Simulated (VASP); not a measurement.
A run of VASP 6.6.1 is set up as follows.

The input INCAR:

```
ALGO     = Normal         # electronic algorithm
EDIFF    = 1E-6           # SCF threshold, eV
ENCUT    = 600            # plane-wave cutoff, eV
GGA      = PE             # functional
GGA_COMPAT= False        
ISIF     = 2              # what is computed and relaxed
ISMEAR   = 0              # smearing method
ISYM     = 0            
LASPH    = True           # aspherical terms in the spheres
LCHARG   = False          # write CHGCAR
LREAL    = False          # projectors in reciprocal space
LWAVE    = False          # write WAVECAR
NBANDS   = 11             # bands
NELM     = 120            # most SCF steps
PREC     = Accurate       # precision mode
SIGMA    = 0.1            # smearing width, eV
```

KPOINTS

```
k-points
0
Gamma
  6 1 1
```

POSCAR

```
C
1.0
    2.4561701622      0.0000000000      0.0000000000
   -1.2280850811      2.1271057565      0.0000000000
    0.0000000000      0.0000000000      8.5238033600
C
2
Direct
    0.3333333333      0.6666666667      0.0000000000
    0.6666666667      0.3333333333      0.0000000000
```

Potentials or basis: VASP PAW PBE potentials, release 64 (C).

Command:

```sh
$ cat potpaw_PBE.64/C/POTCAR > POTCAR
$ mpirun -np 1 vasp_std > vasp.out
```

(1) Predict the band gap on the k mesh.

(2) Predict the largest force.

Answers

(1) 3.98 eV, direct.

(2) 6.476 eV/Å.

Caveat: the k points lie up to 2.95 Å⁻¹ apart.
